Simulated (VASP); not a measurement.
# CuSi16 (a cell with a defect) in VASP: single point with PBE+D3(BJ)

Aim: the single point of CuSi16 (a cell with a defect) with PBE+D3(BJ).

All numbers are computed with VASP 6.6.1; they aren't measurements. Logs are shortened: lines on timing, memory, paths and dates and some standing lists are left out, and cuts for length are marked.

### 1 The cell of the first run

The cell holds a defect, 17 atoms: a = 7.679 Å, b = 7.679 Å, c = 7.679 Å, α = 60.00°, β = 60.00°, γ = 60.00°.

### 2 Single point, PBE+D3(BJ), collinear spin, zero start

Input file INCAR:

```
PREC = Accurate
ENCUT = 520
EDIFF = 1E-6
ISMEAR = 0
SIGMA = 0.05
LREAL = F
LASPH = T
NELM = 200
ALGO = Normal
ISIF = 2
LWAVE = F
LCHARG = T
ISPIN = 2
MAGMOM = 0 0 0 0 0 0 0 0 0 0 0 0 0 0 0 0 0
LORBIT = 11
LMAXMIX = 4
GGA = PE
IVDW = 12
LELF = T
LVHAR = T
NBANDS = 56
GGA_COMPAT = F
```

Input file KPOINTS:

```
regular mesh
0
Gamma
  2 2 2
```

Input file POSCAR:

```
CuSi16
1.0
    0.0000000000      5.4300000000      5.4300000000
    5.4300000000      0.0000000000      5.4300000000
    5.4300000000      5.4300000000      0.0000000000
Si Cu
16 1
Direct
    0.0028773481      0.0035834254     -0.0034121547
    0.1291651013      0.1278048803      0.1237234807
    0.0029045120      0.0000722836      0.4980109576
    0.1286837937      0.1274799263      0.6191764273
    0.0020895028      0.5021602210     -0.0020812155
    0.1270398711      0.6272372928      0.1222868324
    0.0018850829      0.5019578269      0.4967600368
    0.1258851750      0.6259104052      0.6234378453
    0.5069838858      0.0071030387      0.0004603131
    0.6331716390      0.1334613260      0.1173604052
    0.5062874770      0.0064123389      0.4868276243
    0.6287229282      0.1287720994      0.6212461326
    0.5033905157      0.5031848066     -0.0034680479
    0.6277269797      0.6293078269      0.1236980663
    0.5000557090      0.5029562615      0.4979951197
    0.6273999079      0.6288306630      0.6191383978
    0.3851330571      0.8855474217      0.8657209024
```

Potentials or basis: VASP PAW PBE potentials, release 64 (Si, Cu).

Run with:

```sh
$ cat potpaw_PBE.64/Si/POTCAR potpaw_PBE.64/Cu/POTCAR > POTCAR
$ mpirun -np 1 vasp_std > vasp.out
```

OUTCAR:

```text
PREC = Accurate
   ENCUT = 520
   EDIFF = 1E-6
   ISMEAR = 0
   LREAL = F
   LASPH = T
   NELM = 200
   ISIF = 2
   ISPIN = 2
   LORBIT = 11
   GGA = PE
   IVDW = 12
 IVDW          = 12

 ion  position               nearest neighbor table
   1  0.003  0.004  0.997-  10 2.32   6 2.36   4 2.37   2 2.37  17 2.40
   2  0.129  0.128  0.124-   3 2.35   5 2.35   1 2.37   9 2.37  17 2.72
   3  0.003  0.000  0.498-   8 2.35  12 2.35   2 2.35   4 2.35
   4  0.129  0.127  0.619-   3 2.35   7 2.35   1 2.37  11 2.37  17 2.73
   5  0.002  0.502  0.998-   2 2.35  14 2.35   6 2.35   8 2.35
   6  0.127  0.627  0.122-   5 2.35   7 2.35   1 2.36  13 2.36  17 2.80
   7  0.002  0.502  0.497-   6 2.35   4 2.35  16 2.35   8 2.35
   8  0.126  0.626  0.623-   3 2.35  15 2.35   5 2.35   7 2.35
   9  0.507  0.007  0.000-  10 2.32  14 2.37   2 2.37  17 2.37  12 2.38
  10  0.633  0.133  0.117-   9 2.32  11 2.32   1 2.32  13 2.32
  11  0.506  0.006  0.487-  10 2.32  16 2.37   4 2.37  17 2.38  12 2.38
  12  0.629  0.129  0.621-   3 2.35  15 2.35  11 2.38   9 2.38  17 2.64
  13  0.503  0.503  0.997-  10 2.32   6 2.36  16 2.37  14 2.37  17 2.40
  14  0.628  0.629  0.124-  15 2.35   5 2.35  13 2.37   9 2.37  17 2.72
  15  0.500  0.503  0.498-   8 2.35  12 2.35  14 2.35  16 2.35
  16  0.627  0.629  0.619-  15 2.35   7 2.35  13 2.37  11 2.37  17 2.73
  17  0.385  0.886  0.866-   9 2.37  11 2.38   1 2.40  13 2.40  12 2.64   2 2.72  14 2.72   4 2.73
                            16 2.73   6 2.80

  LATTYP: Found a face centered cubic cell.
 ALAT       =    10.8600000000

  Lattice vectors:

 A1 = (   0.0000000000,   5.4300000000,   5.4300000000)
 A2 = (   5.4300000000,   0.0000000000,   5.4300000000)
 A3 = (   5.4300000000,   5.4300000000,   0.0000000000)

Analysis of symmetry for initial positions (statically):
=====================================================================
 Subroutine PRICEL returns:
 Original cell was already a primitive cell.

 Routine SETGRP: Setting up the symmetry group for a
 face centered cubic supercell.

 Subroutine GETGRP returns: Found  1 space group operations
 (whereof  1 operations were pure point group operations)
 out of a pool of 48 trial point group operations.

The static configuration has the point symmetry C_1 .

Analysis of symmetry for dynamics (positions and initial velocities):
=====================================================================
 Subroutine PRICEL returns:
 Original cell was already a primitive cell.

 Routine SETGRP: Setting up the symmetry group for a
 face centered cubic supercell.

 Subroutine GETGRP returns: Found  1 space group operations
 (whereof  1 operations were pure point group operations)
 out of a pool of 48 trial point group operations.

The dynamic configuration has the point symmetry C_1 .

Analysis of structural, dynamic, and magnetic symmetry:
=====================================================================
 Subroutine PRICEL returns:
 Original cell was already a primitive cell.

 Routine SETGRP: Setting up the symmetry group for a
 face centered cubic supercell.

 Subroutine GETGRP returns: Found  1 space group operations
 (whereof  1 operations were pure point group operations)
 out of a pool of 48 trial point group operations.

The overall configuration has the point symmetry C_1 .

 Subroutine INISYM returns: Found  1 space group operations
 (whereof  1 operations are pure point group operations),
 and found     1 'primitive' translations

----------------------------------------------------------------------------------------

                                     Primitive cell

  volume of cell :     320.2060

  direct lattice vectors                    reciprocal lattice vectors
     0.000000000  5.430000000  5.430000000    -0.092081031  0.092081031  0.092081031
     5.430000000  0.000000000  5.430000000     0.092081031 -0.092081031  0.092081031
     5.430000000  5.430000000  0.000000000     0.092081031  0.092081031 -0.092081031

  length of vectors
     7.679179644  7.679179644  7.679179644     0.159489025  0.159489025  0.159489025

[... 78 lines left out ...]
   dimension x,y,z NGX =    60 NGY =   60 NGZ =   60
   dimension x,y,z NGXF=   120 NGYF=  120 NGZF=  120
   ions per type =              16   1
   NGX,Y,Z   is equivalent  to a cutoff of  12.99, 12.99, 12.99 a.u.
   NGXF,Y,Z  is equivalent  to a cutoff of  25.98, 25.98, 25.98 a.u.
 SYSTEM =  unknown system
   PREC   = accura    normal or accurate (medium, high low for compatibility)
   ISTART =      0    job   : 0-new  1-cont  2-samecut
   ICHARG =      2    charge: 1-file 2-atom 10-const
   ISPIN  =      2    spin polarized calculation?
   LNONCOLLINEAR =      F non collinear calculations
   LSORBIT =      F    spin-orbit coupling
   LASPH  =      T    aspherical Exc in radial PAW
   ENCUT  =  520.0 eV  38.22 Ry    6.18 a.u.  14.28 14.28 14.28*2*pi/ulx,y,z
   NELM   =    200;   NELMIN=  2; NELMDL= -5     # of ELM steps
   EDIFF  = 0.1E-05   stopping-criterion for ELM
   LREAL  =      F    real-space projection
   EDIFFG = 0.1E-04   stopping-criterion for IOM
   NSW    =      0    number of steps for IOM
   IBRION =     -1    ionic relax: 0-MD 1-quasi-New 2-CG
   NFREE  =      0    steps in history (QN), initial steepest desc. (CG)
   ISIF   =      2    stress and relaxation
   ISYM   =      2    0-nonsym 1-usesym 2-fastsym
   POTIM  = 0.5000    time-step for ionic-motion
   TEBEG  =    0.0;   TEEND  =   0.0 temperature during run
   PSTRESS=    0.0 pullay stress
   NELECT =      75.0000    total number of electrons
   NUPDOWN=      -1.0000    fix difference up-down
   EMIN   =  10.00;   EMAX   =-10.00  energy-range for DOS
   EFERMI =   0.00;   METHOD = LEGACY
   ISMEAR =     0;   SIGMA  =   0.05  broadening in eV -4-tet -1-fermi 0-gaus
   EFERMI_NEDOS =   21; number of points for ismear=-14 and -15
   IALGO  =     38    algorithm
   IMIX   =      4    mixing-type and parameters
     AMIX     =   0.40;   BMIX     =  1.00
     AMIX_MAG =   1.60;   BMIX_MAG =  1.00
  volume/ion in A,a.u.               =      18.84       127.11
  Fermi-wavevector in a.u.,A,eV,Ry     =   1.009142  1.907001 13.855720  1.018367
  Thomas-Fermi vector in A             =   2.142052
   LORBIT       =     11    0 simple, 1 ext, 2 COOP (PROOUT), +10 PAW based schemes
   GGA     = PE    functional components
   LHFCALC =     F    Hartree Fock is set to
   AEXX    =    0.0000 exact exchange contribution
   IVDW    =    12    specifies the selected vdW correction
   LEPSILON=     F    determine dielectric tensor
   LRPA    =     F    only Hartree local field effects (RPA)
 spin polarized calculation
 Gauss-broadening in eV      SIGMA  =   0.05
  energy-cutoff  :      520.00
  volume of cell :      320.21
 maximum number of plane-waves:      8646
 NGX is ok and might be reduce to    60
   NGX = 29   NGY = 29   NGZ = 29

 number of electron      75.0000000 magnetization      -0.0002782

 number of electron      75.0000000 magnetization       0.0009982

 Free energy of the ion-electron system (eV)
  ---------------------------------------------------
  ext. energy  EPLUGINS =         0.00000000
  ---------------------------------------------------
  free energy    TOTEN  =       -87.44814853 eV

  energy without entropy =      -87.43082712  energy(sigma->0) =      -87.43948783

 E-fermi :   6.9054     XC(G=0):  -9.6647

 val. band max:        6.8962431281   @ k =   0.0000   0.5000   0.0000
 cond. band min:       6.9463505727   @ k =   0.0000   0.0000   0.0000
 fundamental gap:      0.0501074446
 Fermi energy:         6.9053565322

 spin component 1

 k-point     1 :       0.0000    0.0000    0.0000
  band No.  band energies     occupation
      1      -5.9298      1.00000
      2      -3.5418      1.00000
      3      -3.5405      1.00000
      4      -3.5360      1.00000
      5      -3.5177      1.00000
      6      -2.0103      1.00000
[... 405 lines left out ...]
     48      10.4718      0.00000
     49      10.4811      0.00000
 Fermi energy:         6.9053565322

 spin component 2

 k-point     1 :       0.0000    0.0000    0.0000
  band No.  band energies     occupation
      1      -5.9298      1.00000
      2      -3.5417      1.00000
      3      -3.5405      1.00000
      4      -3.5360      1.00000
      5      -3.5176      1.00000
      6      -2.0102      1.00000
[... 405 lines left out ...]
     48      10.4719      0.00000
     49      10.4812      0.00000
 [bands above 49 left out]

------------------------ aborting loop because EDIFF is reached ----------------------------------------

 Edisp (eV)   -5.66891

 E8    (eV) :    -2.3510

  FORCE on cell =-STRESS in cart. coord.  units (eV):
  Direction    XX          YY          ZZ          XY          YZ          ZX
  --------------------------------------------------------------------------------------
  -------------------------------------------------------------------------------------
  Total       2.88229     2.88217     2.91373     0.16320     0.02060     0.01579
  in kB      14.42177    14.42118    14.57911     0.81657     0.10307     0.07902
  external pressure =       14.47 kB  Pullay stress =        0.00 kB

 VOLUME and BASIS-vectors are now :
 -----------------------------------------------------------------------------
  energy-cutoff  :      520.00
  volume of cell :      320.21
      direct lattice vectors                 reciprocal lattice vectors
     0.000000000  5.430000000  5.430000000    -0.092081031  0.092081031  0.092081031
     5.430000000  0.000000000  5.430000000     0.092081031 -0.092081031  0.092081031
     5.430000000  5.430000000  0.000000000     0.092081031  0.092081031 -0.092081031

 POSITION                                       TOTAL-FORCE (eV/Angst)
 -----------------------------------------------------------------------------------
      5.43093      5.42710      0.03508         0.012403     -0.017899     -0.023024
      1.36580      1.37319      1.39535         0.003755     -0.006822      0.002318
      2.70459      2.71997      0.01616        -0.001504      0.009518      0.008973
      4.05434      4.06088      1.39097         0.008728     -0.007820      0.009301
      8.14543      5.43005      2.73808         0.002119      0.001194      0.008587
      4.06992      1.35384      4.09572         0.004416      0.005418     -0.013385
[... 9 lines left out ...]
      6.77647      6.76870      6.82133        -0.008300      0.008891      0.008602
      9.50939      6.79214      6.89979        -0.003217     -0.003227     -0.008100
 -----------------------------------------------------------------------------------
    total drift:                                0.000238      0.000173     -0.000105

  FREE ENERGIE OF THE ION-ELECTRON SYSTEM (eV)
  ---------------------------------------------------
  free  energy   TOTEN  =       -93.1170553109 eV

  energy  without entropy=      -93.0997338924  energy(sigma->0) =      -93.10839460

 total charge

# of ion       s       p       d       tot
------------------------------------------
    1        0.732   0.969   0.000   1.701
    2        0.736   0.949   0.000   1.685
    3        0.741   0.955   0.000   1.696
    4        0.736   0.949   0.000   1.685
    5        0.741   0.955   0.000   1.696
    6        0.738   0.949   0.000   1.687
[... 9 lines left out ...]
   16        0.736   0.949   0.000   1.685
   17        0.485   0.401   9.220  10.107
--------------------------------------------------
tot         12.313  15.694   9.220  37.227

 magnetization (x)

# of ion       s       p       d       tot
------------------------------------------
    1        0.000   0.000   0.000   0.000
    2        0.000   0.000   0.000   0.000
    3        0.000   0.000   0.000   0.000
    4        0.000   0.000   0.000   0.000
    5        0.000   0.000   0.000   0.000
    6        0.000   0.000   0.000   0.000
[... 9 lines left out ...]
   16        0.000   0.000   0.000   0.000
   17        0.000   0.000  -0.000   0.000
--------------------------------------------------
tot          0.000   0.000  -0.000   0.000
```

It took 8.8 min on 1 thread of Intel Xeon 6975P-C (Granite Rapids), shared host; peak memory 0.74 GiB.

What came out:

```yaml
Free_energy: -93.1171 eV
Pressure: 1.4 GPa
Largest_force: 0.032 eV/Å
Net_moment: 0.00 μB per cell
Valence_electrons_inside_the_program's_atomic_spheres: Si 1.70, 1.69, 1.72, 1.68 (each value once); Cu 10.11
Dispersion_energy_per_atom: -0.333 eV
```

Forces in eV/Å, atoms in the order of the input:
```
Si   0.012 -0.018 -0.023
Si   0.004 -0.007  0.002
Si  -0.002  0.010  0.009
Si   0.009 -0.008  0.009
Si   0.002  0.001  0.009
Si   0.004  0.005 -0.013
Si   0.001  0.000  0.003
Si  -0.005 -0.005 -0.012
Si   0.019  0.019  0.018
Si   0.001  0.000 -0.004
Si  -0.017 -0.017  0.011
Si  -0.001 -0.001  0.001
Si  -0.018  0.012 -0.022
Si  -0.007  0.004  0.002
Si   0.010 -0.002  0.010
Si  -0.008  0.009  0.009
Cu  -0.003 -0.003 -0.008
```

Stress tensor (GPa, compression positive):
```
1.44 0.08 0.01
0.08 1.44 0.01
0.01 0.01 1.46
```

Levels at points of the mesh, in eV from the Fermi level:
Spin up:
| k point | band 34 | band 35 | band 36 | band 37 | band 38 | band 39 | band 40 | band 41 | band 42 | band 43 |
| --- | --- | --- | --- | --- | --- | --- | --- | --- | --- | --- |
| (0.00, 0.00, 0.00) | -1.34 | -1.15 | -0.67 | -0.64 | -0.61 | 0.04 | 0.04 | 0.07 | 0.07 | 0.08 |
| (0.50, 0.00, 0.00) | -1.43 | -1.43 | -1.22 | -1.20 | -0.01 | 0.55 | 0.81 | 0.81 | 0.88 | 0.89 |
| (0.00, 0.50, 0.00) | -1.43 | -1.43 | -1.22 | -1.20 | -0.01 | 0.55 | 0.81 | 0.81 | 0.88 | 0.89 |
| (0.00, 0.00, 0.50) | -1.44 | -1.43 | -1.22 | -1.22 | -0.02 | 0.58 | 0.82 | 0.83 | 0.85 | 0.87 |
| (0.50, 0.50, 0.50) | -1.44 | -1.43 | -1.22 | -1.22 | -0.02 | 0.59 | 0.83 | 0.84 | 0.85 | 0.86 |
| (0.50, 0.50, 0.00) | -2.02 | -1.99 | -1.99 | -1.43 | 0.12 | 0.54 | 1.51 | 1.53 | 1.54 | 1.54 |
| (0.00, 0.50, 0.50) | -2.01 | -2.01 | -1.99 | -1.43 | 0.13 | 0.54 | 1.51 | 1.52 | 1.53 | 1.55 |
| (0.50, 0.00, 0.50) | -2.01 | -2.01 | -1.99 | -1.43 | 0.13 | 0.54 | 1.51 | 1.52 | 1.53 | 1.55 |
Spin down:
| k point | band 35 | band 36 | band 37 | band 38 | band 39 | band 40 | band 41 | band 42 |
| --- | --- | --- | --- | --- | --- | --- | --- | --- |
| (0.00, 0.00, 0.00) | -1.15 | -0.67 | -0.64 | -0.61 | 0.04 | 0.04 | 0.07 | 0.07 |
| (0.50, 0.00, 0.00) | -1.43 | -1.22 | -1.20 | -0.01 | 0.55 | 0.81 | 0.81 | 0.88 |
| (0.00, 0.50, 0.00) | -1.43 | -1.22 | -1.20 | -0.01 | 0.55 | 0.81 | 0.81 | 0.88 |
| (0.00, 0.00, 0.50) | -1.43 | -1.22 | -1.22 | -0.02 | 0.58 | 0.82 | 0.83 | 0.85 |
| (0.50, 0.50, 0.50) | -1.43 | -1.22 | -1.22 | -0.02 | 0.59 | 0.83 | 0.84 | 0.85 |
| (0.50, 0.50, 0.00) | -1.99 | -1.99 | -1.43 | 0.12 | 0.54 | 1.51 | 1.53 | 1.54 |
| (0.00, 0.50, 0.50) | -2.01 | -1.99 | -1.43 | 0.13 | 0.54 | 1.51 | 1.52 | 1.53 |
| (0.50, 0.00, 0.50) | -2.01 | -1.99 | -1.43 | 0.13 | 0.54 | 1.51 | 1.52 | 1.53 |

Caveat: the k points lie up to 0.50 Å⁻¹ apart.
